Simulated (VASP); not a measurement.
Here is a VASP 6.6.1 calculation.

Contents of INCAR:

```
SYSTEM = KBr
PREC = Accurate
ENCUT = 500
EDIFF = 1E-6
ISMEAR = 0
SIGMA = 0.01
LREAL = .False.
LASPH = .True.
NELM = 120
ALGO = Normal
ISIF = 2
LWAVE = .False.
LCHARG = .False.
GGA = CA
NBANDS = 15
GGA_COMPAT = .False.
```

KPOINTS

```
regular mesh
0
Gamma
  4 4 4
  0 0 0
```

Contents of POSCAR:

```
KBr
1.0
    4.1228034279      0.0000000000      0.0000000000
    0.0000000000      4.1228034279      0.0000000000
    0.0000000000      0.0000000000      4.1228034279
K Br
1 1
Direct
    0.0000000000      0.0000000000      0.0000000000
    0.5000000000      0.5000000000      0.5000000000
```

Potentials or basis: VASP PAW LDA potentials, release 64 (K_sv, Br).

Launch:

```bash
$ cat potpaw_LDA.64/K_sv/POTCAR potpaw_LDA.64/Br/POTCAR > POTCAR
$ mpirun -np 1 vasp_std > vasp.out
```

Q: What does it give for the band gap on the k mesh?

A: 3.32 eV (least direct gap 3.57 eV).

Q: Predict the pressure.

A: -3.1 GPa.

Caveat: the cell stands under tension. A k mesh can miss the band edges.
